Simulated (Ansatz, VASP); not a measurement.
**Two plane-wave programs on C**

```xyz
2
Lattice="0.0000 2.0756 3.3047 1.1990 0.0000 3.3047 1.1990 2.0756 0.0000" Properties=species:S:1:pos:R:3 pbc="T T T"
C     1.1990    0.7649    3.3047
C     1.1990    3.3862    3.3047
```

Alike in both runs: task single point; functional PBE; dispersion D3(BJ); k mesh 16 × 16 × 16; occupations gaussian, width 0.03 eV; no spin polarisation.

|  | VASP | Ansatz |
| --- | --- | --- |
| version | VASP 6.6.1 | Ansatz 0.2.0 |
| potentials or method | VASP PAW PBE potentials, release 64 (C), cutoff 520 eV | scalar-relativistic, plane waves, PAW |
| valence electrons in the cell | 8 | 8 |

VASP gave:

```
gap on the k mesh at the Fermi level (eV) : 0.15
least direct gap on the mesh (eV)         : 0.15
rms of the force components (eV/Å)        : 4.476
```

Task: Which values does Ansatz return?

Result: gap on the k mesh at the Fermi level (eV): 0.14; least direct gap on the mesh (eV): 0.14; rms of the force components (eV/Å): 4.480.

Atom by atom the forces differ by 0.004 eV/Å (rms over components).
